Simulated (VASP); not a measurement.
Set up this calculation in VASP 6.6.1, as the native input.

```
Task                   : single point
Functional             : PBE
Potentials or basis    : VASP PAW PBE potentials, release 64 (Cu, O)
Cutoff                 : 520 eV
k mesh                 : 8 × 8 × 4
Occupations            : gaussian, width 0.1 eV
Spin                   : no spin polarisation
Dipole correction      : no
Further INCAR settings : ALGO = Normal; EDIFF = 1e-07; NBANDS = 25
```

The structure of CuO lies in POSCAR:

```
CuO
1.0
    2.3404404522     -1.7107783127     -0.0229301573
    2.3197430003      1.6824555157     -0.0101368612
   -0.8908838133      0.0240860588      5.0786274137
Cu O
2 2
Direct
   -0.0082652229      0.4939545091     -0.0055067082
    0.4909130835     -0.0195801087      0.4987901057
    0.5733962104      0.3983939412      0.2576963426
    0.3918683292      0.5610426818      0.7397132466
```

These files were run (other wordings do the same):

INCAR

```
SYSTEM = CuO
ALGO = Normal
EDIFF = 1E-7
ENCUT = 520
GGA = PE
ISIF = 2
ISMEAR = 0
LASPH = .True.
LCHARG = .False.
LREAL = .False.
LWAVE = .False.
NBANDS = 25
NELM = 100
PREC = Accurate
SIGMA = 0.1
```

KPOINTS

```
k-points
0
Gamma
  8 8 4
  0 0 0
```

Potentials or basis: VASP PAW PBE potentials, release 64 (Cu, O).

Launch:

```console
$ cat potpaw_PBE.64/Cu/POTCAR potpaw_PBE.64/O/POTCAR > POTCAR
$ mpirun -np 1 vasp_std > vasp.out
```

Results of the run:

The pressure is 7.9 GPa. The largest force is 0.793 eV/Å. The band gap on the k mesh is zero (bands 17 and 18 overlap by 0.58 eV).

Caveat: the cell stands under pressure; semilocal functionals often make such compounds metallic where correlation or magnetic order opens a gap, which also shifts bond lengths.

Wall time 53 s on 1 thread of Intel(R) Xeon(R) 6975P-C (Granite Rapids) (shared host), peak memory 0.24 GiB.
